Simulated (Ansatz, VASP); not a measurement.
Mg2CdN2: VASP beside Ansatz

File INCAR:

```
SYSTEM = Mg2CdN2
PREC = Accurate
ENCUT = 520
EDIFF = 1E-6
ISMEAR = 0
SIGMA = 0.03
LREAL = .FALSE.
LASPH = .TRUE.
NELM = 80
ALGO = Normal
ISIF = 2
LWAVE = .FALSE.
LCHARG = .FALSE.
GGA = PE
NBANDS = 21
```

Contents of KPOINTS:

```
regular mesh
0
G
  12 12 6
  0 0 0
```

Contents of POSCAR:

```
Mg2CdN2
1.0
    3.5528825911      0.0000000000      0.0000000000
   -1.7764412955      3.0768865806      0.0000000000
    0.0000000000      0.0000000000      5.9239926963
Mg Cd N
2 1 2
Direct
    0.6666666667      0.3333333333      0.1534420000
    0.3333333333      0.6666666667      0.8465580000
    0.0000000000      0.0000000000      0.5000000000
    0.6666666667      0.3333333333      0.7722310000
    0.3333333333      0.6666666667      0.2277690000
```

Input for Ansatz:

```yaml
crystal:
  lattice:
    - [3.5528825911, 0.0, 0.0]
    - [-1.7764412955, 3.0768865806, 0.0]
    - [0.0, 0.0, 5.9239926963]
  atoms:
    - { symbol: Mg, position: [0.6666666667, 0.3333333333, 0.153442] }
    - { symbol: Mg, position: [0.3333333333, 0.6666666667, 0.846558] }
    - { symbol: Cd, position: [0.0, 0.0, 0.5] }
    - { symbol: "N", position: [0.6666666667, 0.3333333333, 0.772231] }
    - { symbol: "N", position: [0.3333333333, 0.6666666667, 0.227769] }
basis:
  ecutwfc: 420
kpoints:
  mp_grid: { grid: [12, 12, 6] }
hamiltonian:
  xc: pbe
scf:
  occupations: { method: gaussian, width: 0.03 }
output:
  forces: true
  stress: true
  eigenvalues: true
```

Change from the starting cell: strain -0.0100 x Voigt [0, 0, 1, 0, 0, 0], atoms carried along.

Alike in both runs: task single point; functional PBE; k mesh 12 × 12 × 6; occupations gaussian, width 0.03 eV; no spin polarisation.

|  | VASP | Ansatz |
| --- | --- | --- |
| version | VASP 6.6.1 | Ansatz 0.2.0 |
| potentials or method | VASP PAW PBE potentials, release 64 (Mg, Cd, N), cutoff 520 eV | scalar-relativistic, plane waves, PAW |
| valence electrons in the cell | 26 | 50 |

Ansatz gave:

```
gap on the k mesh at the Fermi level (eV)                     : 0.37
least direct gap on the mesh (eV)                             : 0.76
pressure (GPa)                                                : 0.6
traceless stress, the component that is largest in VASP (GPa) : 0.64
rms of the force components (eV/Å)                            : 0.026
```

**Question.** Estimate VASP's values.

**Answer.** gap on the k mesh at the Fermi level (eV): 0.36; least direct gap on the mesh (eV): 0.76; pressure (GPa): 0.7; traceless stress, the component that is largest in VASP (GPa): 0.63; rms of the force components (eV/Å): 0.011.

Atom by atom the forces differ by 0.017 eV/Å (rms over components). VASP's potentials hold 26 valence electrons a cell and Ansatz's 50, so a difference there can come from the potentials and not from the codes.
